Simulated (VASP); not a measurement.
Write the native input for VASP 6.6.1 that does the following.

```
Task                   : single point
Functional             : LDA
Potentials or basis    : VASP PAW LDA potentials, release 64 (Mg_sv, O)
Cutoff                 : 750 eV
k mesh                 : 10 × 10 × 10
Occupations            : gaussian, width 0.02 eV
Spin                   : no spin polarisation
Dipole correction      : no
Mended                 : yes
Further INCAR settings : ALGO = Normal; EDIFF = 1e-06; NBANDS = 15
```

The structure of MgO lies in POSCAR:

```
MgO
1.0
    0.0000000000      2.1071294990      2.1071294990
    2.1071294990      0.0000000000      2.1071294990
    2.1071294990      2.1071294990      0.0000000000
Mg O
1 1
Direct
    0.0000000000      0.0000000000      0.0000000000
    0.5000000000      0.5000000000      0.5000000000
```

The input as run:

INCAR

```
SYSTEM = MgO
PREC     = Accurate       ! precision mode
ENCUT    = 750            ! plane-wave cutoff, eV
EDIFF    = 1E-6           ! SCF threshold, eV
ISMEAR   = 0              ! smearing method
SIGMA    = 0.02           ! smearing width, eV
LREAL    = .False.        ! projectors in reciprocal space
LASPH    = .True.         ! aspherical terms in the spheres
NELM     = 120            ! most SCF steps
ALGO     = Normal         ! electronic algorithm
ISIF     = 2              ! what is computed and relaxed
LWAVE    = .False.        ! write WAVECAR
LCHARG   = .False.        ! write CHGCAR
GGA      = CA             ! functional
NBANDS   = 15             ! bands
GGA_COMPAT= .False.
```

KPOINTS

```
Automatic mesh
0
Gamma
  10 10 10
  0 0 0
```

Potentials or basis: VASP PAW LDA potentials, release 64 (Mg_sv, O).

Command:

```console
$ cat potpaw_LDA.64/Mg_sv/POTCAR potpaw_LDA.64/O/POTCAR > POTCAR
$ mpirun -np 1 vasp_std > vasp.out
```

Results of the run:

| Property | Result |
| --- | --- |
| Pressure | -6.3 GPa |
| Band gap on the k mesh | 4.66 eV |

Caveat: the cell stands under tension.

It took 9.3 s on 1 thread of Intel(R) Xeon(R) 6975P-C (Granite Rapids), on a shared host, peak memory 0.14 GiB.
